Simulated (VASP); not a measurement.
Input of a VASP 6.6.1 run:

INCAR

```
SYSTEM = Ca2Ge3N
  ALGO = Normal
  EDIFF = 1E-6
  ENCUT = 520
  GGA = PE
  ISIF = 2
  ISMEAR = 0
  LASPH = .TRUE.
  LCHARG = .FALSE.
  LREAL = .FALSE.
  LWAVE = .FALSE.
  NBANDS = 42
  NELM = 100
  PREC = Accurate
  SIGMA = 0.1
```

Contents of KPOINTS:

```
k-points
0
G
  4 4 2
  0 0 0
```

The input POSCAR:

```
Ca2Ge3N
1.0
    4.0659544500      0.0000000000      0.0000000000
    0.0000000000      4.0659544500      0.0000000000
    0.0000000000      0.0000000000      7.8565322400
Ca Ge N
2 3 1
Direct
    0.0000000000      0.0000000000      0.8510027600
    0.0000000000      0.0000000000      0.1489972400
    0.0000000000      0.0000000000      0.5000000000
    0.0000000000      0.5000000000      0.4648008300
    0.5000000000      0.0000000000      0.5351991700
    0.5000000000      0.5000000000      0.5000000000
```

Potentials or basis: VASP PAW PBE potentials, release 64 (Ca_sv, Ge_d, N).

Command:

```console
$ cat potpaw_PBE.64/Ca_sv/POTCAR potpaw_PBE.64/Ge_d/POTCAR potpaw_PBE.64/N/POTCAR > POTCAR
$ mpirun -np 1 vasp_std > vasp.out
```

(1) Estimate the largest force.

(2) Estimate the pressure.

Results:

(1) 3.553 eV/Å.

(2) 31.9 GPa.

Caveat: the k points lie up to 0.40 Å⁻¹ apart, too coarse for converged energies and pressures of a metal; forces of over 1 eV/Å act on the atoms, so gaps and moduli don't describe the material at rest.
